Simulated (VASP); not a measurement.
# TaC35 (a cell with a defect) in VASP: single point with PBE

Aim: the single point of TaC35 (a cell with a defect) with PBE.

All numbers are computed with VASP 6.6.1; they aren't measurements. Logs are shortened: lines on timing, memory, paths and dates and some standing lists are left out, and cuts for length are marked.

## Step 1: The cell of the first run

The cell holds a defect, 36 atoms: a = 7.410 Å, b = 7.410 Å, c = 6.790 Å, α = 90.00°, β = 90.00°, γ = 120.00°.

## Step 2: Single point, PBE

Contents of INCAR:

```
  ALGO = Normal
  EDIFF = 1E-6
  ENCUT = 520
  GGA = PE
  ISIF = 2
  ISMEAR = -1
  LASPH = T
  LCHARG = T
  LELF = T
  LREAL = Auto
  LVHAR = T
  LWAVE = F
  NBANDS = 100
  NELECT = 150.0
  NELM = 100
  PREC = Accurate
  SIGMA = 0.01
```

Contents of KPOINTS:

```
k-points
0
Gamma
  3 3 3
```

Contents of POSCAR:

```
TaC35
1.0
    7.4099999999      0.0000000000      0.0000000000
   -3.7050000000      6.4172482420      0.0000000000
    0.0000000000      0.0000000000      6.7900000000
Ta C
1 35
Direct
    0.0000000000      0.0000000000     -0.1753853029
   -0.0000274351      0.3364729072      0.0261434451
   -0.0000274351      0.6634996577      0.0261434451
    0.3365003423      0.0000274351      0.0261434451
    0.3365003423      0.3364729072      0.0261434451
    0.3333333333      0.6666666667      0.0341000038
    0.6635270928      0.0000274351      0.0261434451
    0.6666666667      0.3333333333      0.0262803913
    0.6635270928      0.6634996577      0.0261434451
    0.0000000000      0.0000000000      0.4731684232
    0.0003789148      0.3342778507      0.4927824642
    0.0003789148      0.6661010641      0.4927824642
    0.3338989359     -0.0003789148      0.4927824642
    0.3338989359      0.3342778507      0.4927824642
    0.3333333333      0.6666666667      0.4967734169
    0.6657221493     -0.0003789148      0.4927824642
    0.6666666667      0.3333333333      0.4980214816
    0.6657221493      0.6661010641      0.4927824642
    0.1188484448      0.2376968896      0.0063217138
    0.1115219203      0.5557609601      0.0344121242
    0.1188484448      0.8811515552      0.0063217138
    0.4455665307      0.2227832653      0.0237345099
    0.4442390399      0.5557609601      0.0344121242
    0.4442390399      0.8884780797      0.0344121242
    0.7772167347      0.2227832653      0.0237345099
    0.7772167347      0.5544334693      0.0237345099
    0.7623031104      0.8811515552      0.0063217138
    0.2234769752      0.1117384876      0.4853892121
    0.2225274525      0.4450549050      0.4938261100
    0.2225274525      0.7774725475      0.4938261100
    0.5556731839      0.1113463677      0.4974783736
    0.5556731839      0.4443268161      0.4974783736
    0.5549450950      0.7774725475      0.4938261100
    0.8882615124      0.1117384876      0.4853892121
    0.8886536323      0.4443268161      0.4974783736
    0.8882615124      0.7765230248      0.4853892121
```

Potentials or basis: VASP PAW PBE potentials, release 64 (Ta_pv, C).

Launch:

```sh
$ cat potpaw_PBE.64/Ta_pv/POTCAR potpaw_PBE.64/C/POTCAR > POTCAR
$ mpirun -np 1 vasp_std > vasp.out
```

OUTCAR:

```text
EDIFF = 1E-6
   ENCUT = 520
   GGA = PE
   ISIF = 2
   ISMEAR = -1
   LASPH = T
   LREAL = Auto
   NELECT = 150.0
   NELM = 100
   PREC = Accurate

 ion  position               nearest neighbor table
   1  0.000  0.000  0.825-  27 1.96  21 1.96  19 1.96  10 2.39  28 2.71  34 2.71  36 2.71
   2  1.000  0.336  0.026-  19 1.41  20 1.41  25 1.43
   3  1.000  0.663  0.026-  21 1.41  20 1.41  26 1.43
   4  0.337  0.000  0.026-  21 1.41  24 1.41  22 1.43
   5  0.337  0.336  0.026-  19 1.41  23 1.41  22 1.43
   6  0.333  0.667  0.034-  20 1.42  24 1.42  23 1.42
   7  0.664  0.000  0.026-  27 1.41  24 1.41  25 1.43
   8  0.667  0.333  0.026-  22 1.42  25 1.42  26 1.42
   9  0.664  0.663  0.026-  27 1.41  23 1.41  26 1.43
  10  0.000  0.000  0.473-  28 1.44  34 1.44  36 1.44   1 2.39
  11  0.000  0.334  0.493-  35 1.42  29 1.43  34 1.43
  12  0.000  0.666  0.493-  35 1.42  30 1.43  36 1.43
  13  0.334  1.000  0.493-  31 1.42  30 1.43  28 1.43
  14  0.334  0.334  0.493-  32 1.42  29 1.43  28 1.43
  15  0.333  0.667  0.497-  30 1.42  33 1.42  29 1.42
  16  0.666  1.000  0.493-  31 1.42  33 1.43  34 1.43
[... 9 lines left out ...]
  26  0.777  0.554  0.024-   8 1.42   3 1.43   9 1.43
  27  0.762  0.881  0.006-   7 1.41   9 1.41   1 1.96
  28  0.223  0.112  0.485-  13 1.43  14 1.43  10 1.44   1 2.71
  29  0.223  0.445  0.494-  15 1.42  11 1.43  14 1.43
  30  0.223  0.777  0.494-  15 1.42  12 1.43  13 1.43
  31  0.556  0.111  0.497-  16 1.42  13 1.42  17 1.42
  32  0.556  0.444  0.497-  14 1.42  18 1.42  17 1.42
  33  0.555  0.777  0.494-  15 1.42  18 1.43  16 1.43
  34  0.888  0.112  0.485-  16 1.43  11 1.43  10 1.44   1 2.71
  35  0.889  0.444  0.497-  11 1.42  12 1.42  17 1.42
  36  0.888  0.777  0.485-  18 1.43  12 1.43  10 1.44   1 2.71

  LATTYP: Found a hexagonal cell.
 ALAT       =     7.4099999999
 C/A-ratio  =     0.9163292848

  Lattice vectors:

 A1 = (   7.4099999999,   0.0000000000,   0.0000000000)
 A2 = (  -3.7050000000,   6.4172482420,   0.0000000000)
 A3 = (   0.0000000000,   0.0000000000,   6.7900000000)

Analysis of symmetry for initial positions (statically):
=====================================================================
 Subroutine PRICEL returns:
 Original cell was already a primitive cell.

 Routine SETGRP: Setting up the symmetry group for a
 hexagonal supercell.

 Subroutine GETGRP returns: Found  6 space group operations
 (whereof  6 operations were pure point group operations)
 out of a pool of 24 trial point group operations.

The static configuration has the point symmetry C_3v.

Analysis of symmetry for dynamics (positions and initial velocities):
=====================================================================
 Subroutine PRICEL returns:
 Original cell was already a primitive cell.

 Routine SETGRP: Setting up the symmetry group for a
 hexagonal supercell.

 Subroutine GETGRP returns: Found  6 space group operations
 (whereof  6 operations were pure point group operations)
 out of a pool of 24 trial point group operations.

The dynamic configuration has the point symmetry C_3v.

 Subroutine INISYM returns: Found  6 space group operations
 (whereof  6 operations are pure point group operations),
 and found     1 'primitive' translations

----------------------------------------------------------------------------------------

                                     Primitive cell

  volume of cell :     322.8768

  direct lattice vectors                    reciprocal lattice vectors
     7.410000000  0.000000000  0.000000000     0.134952767  0.077915016  0.000000000
    -3.705000000  6.417248242  0.000000000     0.000000000  0.155830032  0.000000000
     0.000000000  0.000000000  6.790000000     0.000000000  0.000000000  0.147275405

  length of vectors
     7.410000000  7.410000000  6.790000000     0.155830032  0.155830032  0.147275405

  position of ions in fractional coordinates (direct lattice)
     0.000000000  0.000000000  0.824614697
     0.999972565  0.336472907  0.026143445
     0.999972565  0.663499658  0.026143445
     0.336500342  0.000027435  0.026143445
     0.336500342  0.336472907  0.026143445
     0.333333333  0.666666667  0.034100004
[... 28 lines left out ...]
     0.888653632  0.444326816  0.497478374
     0.888261512  0.776523025  0.485389212

  ion indices of the primitive-cell ions
   primitive index   ion index
                 1           1
                 2           2
                 3           3
                 4           4
                 5           5
                 6           6
[... 28 lines left out ...]
                35          35
                36          36

----------------------------------------------------------------------------------------

 KPOINTS: k-points

Automatic generation of k-mesh.
 Grid dimensions read from file:
 generate k-points for:    3    3    3

 Generating k-lattice:

  Cartesian coordinates                     Fractional coordinates (reciprocal lattice)
     0.044984256  0.025971672  0.000000000     0.333333333 -0.000000000  0.000000000
     0.000000000  0.051943344  0.000000000     0.000000000  0.333333333  0.000000000
     0.000000000  0.000000000  0.049091802     0.000000000  0.000000000  0.333333333

  Length of vectors
     0.051943344  0.051943344  0.049091802

  Shift w.r.t. Gamma in fractional coordinates (k-lattice)
     0.000000000  0.000000000  0.000000000

 Subroutine IBZKPT returns following result:
 ===========================================

 Found      7 irreducible k-points:

 Following reciprocal coordinates:
            Coordinates               Weight
  0.000000  0.000000  0.000000      1.000000
  0.333333  0.000000  0.000000      6.000000
  0.333333  0.333333  0.000000      2.000000
  0.000000  0.000000  0.333333      2.000000
  0.333333  0.000000  0.333333      6.000000
  0.000000  0.333333  0.333333      6.000000
  0.333333  0.333333  0.333333      4.000000
   k-points           NKPTS =      7   k-points in BZ     NKDIM =      7   number of bands    NBANDS=    100
   number of dos      NEDOS =    301   number of ions     NIONS =     36
   total plane-waves  NPLWV = 156800
   dimension x,y,z NGX =    56 NGY =   56 NGZ =   50
   dimension x,y,z NGXF=   112 NGYF=  112 NGZF=  100
   ions per type =               1  35
   NGX,Y,Z   is equivalent  to a cutoff of  12.56, 12.56, 12.24 a.u.
   NGXF,Y,Z  is equivalent  to a cutoff of  25.13, 25.13, 24.48 a.u.
 SYSTEM =  unknown system
   PREC   = accura    normal or accurate (medium, high low for compatibility)
   ISTART =      0    job   : 0-new  1-cont  2-samecut
   ICHARG =      2    charge: 1-file 2-atom 10-const
   ISPIN  =      1    spin polarized calculation?
   LNONCOLLINEAR =      F non collinear calculations
   LSORBIT =      F    spin-orbit coupling
   LASPH  =      T    aspherical Exc in radial PAW
   ENCUT  =  520.0 eV  38.22 Ry    6.18 a.u.  13.78 13.78 12.62*2*pi/ulx,y,z
   NELM   =    100;   NELMIN=  2; NELMDL= -5     # of ELM steps
   EDIFF  = 0.1E-05   stopping-criterion for ELM
   LREAL  =      T    real-space projection
   EDIFFG = 0.1E-04   stopping-criterion for IOM
   NSW    =      0    number of steps for IOM
[... 5 lines left out ...]
   TEBEG  =    0.0;   TEEND  =   0.0 temperature during run
   PSTRESS=    0.0 pullay stress
   NELECT =     150.0000    total number of electrons
   NUPDOWN=      -1.0000    fix difference up-down
   EMIN   =  10.00;   EMAX   =-10.00  energy-range for DOS
   EFERMI =   0.00;   METHOD = LEGACY
   ISMEAR =    -1;   SIGMA  =   0.01  broadening in eV -4-tet -1-fermi 0-gaus
   EFERMI_NEDOS =   21; number of points for ismear=-14 and -15
   IALGO  =     38    algorithm
   IMIX   =      4    mixing-type and parameters
     AMIX     =   0.40;   BMIX     =  1.00
     AMIX_MAG =   1.60;   BMIX_MAG =  1.00
  volume/ion in A,a.u.               =       8.97        60.52
  Fermi-wavevector in a.u.,A,eV,Ry     =   1.267923  2.396028 21.873127  1.607629
  Thomas-Fermi vector in A             =   2.401045
   LORBIT       =      0    0 simple, 1 ext, 2 COOP (PROOUT), +10 PAW based schemes
   GGA     = PE    functional components
   LHFCALC =     F    Hartree Fock is set to
   AEXX    =    0.0000 exact exchange contribution
   IVDW    =     0    specifies the selected vdW correction
   LEPSILON=     F    determine dielectric tensor
   LRPA    =     F    only Hartree local field effects (RPA)
 non-spin polarized calculation
  energy-cutoff  :      520.00
  volume of cell :      322.88
 maximum number of plane-waves:      8719
 NGX is ok and might be reduce to    56
   NGX = 27   NGY = 27   NGZ = 25

 number of electron     149.9999993 magnetization

 Free energy of the ion-electron system (eV)
  ---------------------------------------------------
  ext. energy  EPLUGINS =         0.00000000
  ---------------------------------------------------
  free energy    TOTEN  =      -333.05827914 eV

  energy without entropy =     -333.05789878  energy(sigma->0) =     -333.05808896

 E-fermi :   4.6478     XC(G=0): -10.4548

 val. band max:        4.6007250159   @ k =   0.0000   0.0000   0.0000
 cond. band min:       4.6847129697   @ k =   0.0000   0.0000   0.0000
 fundamental gap:      0.0839879538
 Fermi energy:         4.6477862097

 k-point     1 :       0.0000    0.0000    0.0000
  band No.  band energies     occupation
      1     -30.3714      2.00000
      2     -30.3714      2.00000
      3     -29.9625      2.00000
      4     -14.8212      2.00000
      5     -14.2272      2.00000
      6     -12.4130      2.00000
[... 79 lines left out ...]
     86       9.4567      0.00000
     87       9.4567      0.00000

 k-point     2 :       0.3333    0.0000    0.0000
  band No.  band energies     occupation
      1     -30.3714      2.00000
      2     -30.3714      2.00000
      3     -29.9625      2.00000
      4     -14.5344      2.00000
      5     -13.9915      2.00000
      6     -13.6365      2.00000
[... 439 lines left out ...]
     86       8.5752      0.00000
     87       8.6655      0.00000

 k-point     7 :       0.3333    0.3333    0.3333
  band No.  band energies     occupation
      1     -30.3714      2.00000
      2     -30.3714      2.00000
      3     -29.9625      2.00000
      4     -14.0762      2.00000
      5     -13.8537      2.00000
      6     -13.8426      2.00000
[... 79 lines left out ...]
     86       8.6624      0.00000
     87       8.9646      0.00000
 [bands above 87 left out]

------------------------ aborting loop because EDIFF is reached ----------------------------------------

  FORCE on cell =-STRESS in cart. coord.  units (eV):
  Direction    XX          YY          ZZ          XY          YZ          ZX
  --------------------------------------------------------------------------------------
  -------------------------------------------------------------------------------------
  Total        7.8068725      7.8068725      1.2368275     -0.0000000      0.0000000      0.0000000
  in kB       38.7392176     38.7392176      6.1373785     -0.0000000      0.0000000      0.0000000
  external PRESSURE =      27.8719379 kB  Pullay stress =       0.0000000 kB

 VOLUME and BASIS-vectors are now :
 -----------------------------------------------------------------------------
  energy-cutoff  :      520.00
  volume of cell :      322.88
      direct lattice vectors                 reciprocal lattice vectors
     7.410000000  0.000000000  0.000000000     0.134952767  0.077915016  0.000000000
    -3.705000000  6.417248242  0.000000000     0.000000000  0.155830032  0.000000000
     0.000000000  0.000000000  6.790000000     0.000000000  0.000000000  0.147275405

 POSITION                                       TOTAL-FORCE (eV/Angst)
 -----------------------------------------------------------------------------------
      0.00000      0.00000      5.59913         0.000000     -0.000000     -0.040067
      6.16316      2.15923      0.17751        -0.019115     -0.008064      0.004605
      4.95153      4.25784      0.17751        -0.016541     -0.012523      0.004605
      2.49337      0.00018      0.17751         0.002574      0.020586      0.004605
      1.24684      2.15923      0.17751         0.019115     -0.008064      0.004605
     -0.00000      4.27817      0.23154         0.000000     -0.000000      0.013102
[... 28 lines left out ...]
      4.93869      2.85136      3.37788        -0.004777     -0.002758     -0.002488
      3.70500      4.98314      3.29579         0.000000     -0.012767     -0.003339
 -----------------------------------------------------------------------------------
    total drift:                                0.000001     -0.000001     -0.007986

  FREE ENERGIE OF THE ION-ELECTRON SYSTEM (eV)
  ---------------------------------------------------
  free  energy   TOTEN  =      -333.0582791351 eV

  energy  without entropy=     -333.0578987801  energy(sigma->0) =     -333.05808896
```

It took 8.3 min on 1 thread of Intel Xeon Platinum 8375C at 2.90GHz (Ice Lake), shared host; peak memory 0.45 GiB.

What came out:

```
Free energy   : -333.0583 eV
Largest force : 0.040 eV/Å
```

Forces in eV/Å, atoms in the order of the input:
```
Ta   0.000  0.000 -0.040
C   -0.019 -0.008  0.005
C   -0.017 -0.013  0.005
C    0.003  0.021  0.005
C    0.019 -0.008  0.005
C    0.000  0.000  0.013
C   -0.003  0.021  0.005
C    0.000  0.000  0.001
C    0.017 -0.013  0.005
C    0.000  0.000 -0.029
C    0.002  0.001 -0.004
C    0.002  0.001 -0.004
C    0.000 -0.002 -0.004
C   -0.002  0.001 -0.004
C    0.000  0.000  0.008
C    0.000 -0.002 -0.004
C    0.000  0.000  0.003
C   -0.002  0.001 -0.004
C    0.000 -0.001  0.013
C   -0.005 -0.003  0.000
C    0.000  0.000  0.013
C   -0.006 -0.003  0.004
C    0.005 -0.003  0.000
C    0.000  0.005  0.000
C    0.006 -0.003  0.004
C    0.000  0.007  0.004
C    0.000  0.000  0.013
C    0.011  0.006 -0.003
C    0.000  0.002  0.001
C    0.002 -0.001  0.001
C    0.000  0.006 -0.002
C    0.005 -0.003 -0.002
C   -0.002 -0.001  0.001
C   -0.011  0.006 -0.003
C   -0.005 -0.003 -0.002
C    0.000 -0.013 -0.003
```

Levels at points of the mesh, in eV from the Fermi level:
```
           k point  band 73  band 74  band 75  band 76  band 77  band 78
(0.00, 0.00, 0.00)    -0.12    -0.05    -0.05     0.04     0.04     0.90
```

Caveat: the cell carries a net charge on a neutralising background, which shifts energy and pressure; the cell is charged against a uniform background, so pressure and absolute levels hang on convention; spin-orbit coupling is left out, which moves the levels of the heavy elements.
